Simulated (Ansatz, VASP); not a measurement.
# AgI: VASP beside Ansatz

```
CELL_PARAMETERS angstrom
4.39529 0.00000 0.00000
-2.19764 3.80643 0.00000
0.00000 0.00000 7.51764
ATOMIC_POSITIONS crystal
Ag 0.66667 0.33333 0.63376
Ag 0.33333 0.66667 0.13376
I 0.66667 0.33333 0.99624
I 0.33333 0.66667 0.49624
```

Change from the starting cell: film at in-plane strain -0.02.

Alike in both runs: task single point; functional LDA; k mesh 6 × 6 × 4; no spin polarisation.

```csv
,VASP,Ansatz
version,VASP 6.6.1,Ansatz 0.2.0
potentials or method,"VASP PAW LDA potentials, release 64 (Ag, I), cutoff 500 eV","all-electron LAPW, scalar-relativistic"
occupations,"gaussian, width 0.01 eV",fixed
```

Ansatz gave:

```
gap on the k mesh at the Fermi level (eV)                     : 1.05
pressure (GPa)                                                : 0.6
traceless stress, the component that is largest in VASP (GPa) : -0.61
```

Problem. Which values does VASP return?

Solution. gap on the k mesh at the Fermi level (eV): 1.08; pressure (GPa): 0.6; traceless stress, the component that is largest in VASP (GPa): -0.61.

LDA's correlation is that of Perdew and Zunger in VASP and of Perdew and Wang (1992) in Ansatz. Ansatz ran all-electron here, and VASP with PAW potentials.

Neither program's run includes spin-orbit coupling.
